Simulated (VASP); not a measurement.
Be3CdTe4:

```
Be Cd Te
1.0
    -2.80433    2.80433    5.60032
     2.80433   -2.80433    5.60032
     2.80433    2.80433   -5.60032
Be Cd Te
3 1 4
Direct
  0.50000 0.50000 0.00000
  0.75000 0.25000 0.50000
  0.25000 0.75000 0.50000
  0.00000 0.00000 0.00000
  0.38700 0.38700 0.51000
  0.61300 0.12300 0.00000
  0.87700 0.87700 0.49000
  0.12300 0.61300 0.00000
```

The cell was built from a structure type or drawn by symmetry, and may not be a known phase.

```yaml
Program: VASP 6.6.1
Task: relaxation of cell and atoms
Functional: PBE
Potentials_or_basis: VASP PAW PBE potentials, release 64 (Be, Cd, Te)
Cutoff: 600 eV
k_mesh: 4 × 4 × 4
Occupations: gaussian, width 0.2 eV
Spin: no spin polarisation
```

At the start: pressure 13.3 GPa; volume 22.02 Å³/atom.

Q: How do energy, volume and symmetry change on relaxing?

A: Over 7 steps the energy falls by 220.9 meV/atom and the volume is 25.74 Å³/atom (+16.9 %); space group I-42m (No. 121, to 0.1 Å) before and after.

The path:
```tsv
step	energy change (eV)	largest force (eV/Å)	pressure (GPa)	volume (Å³)
1	0.0000	2.7055	13.29	176.17
2	-1.4489	0.2783	-3.97	226.98
3	-1.6565	0.6082	-0.86	210.68
4	-1.7273	0.3875	-0.34	207.65
5	-1.7619	0.0611	0.57	203.33
6	-1.7623	0.0867	0.48	203.73
7	-1.7670	0.0304	-0.09	205.91
```

Final structure:
```
CELL_PARAMETERS angstrom
-2.95860 2.95860 5.88091
2.95860 -2.95860 5.88091
2.95860 2.95860 -5.88091
ATOMIC_POSITIONS crystal
Be 0.50000 0.50000 0.00000
Be 0.75000 0.25000 0.50000
Be 0.25000 0.75000 0.50000
Cd 0.00000 0.00000 0.00000
Te 0.41049 0.41049 0.55039
Te 0.58951 0.13990 0.00000
Te 0.86010 0.86010 0.44961
Te 0.13990 0.58951 0.00000
```

Caveat: the volume moved by over 15 % at a fixed basis, so the end points are rough.
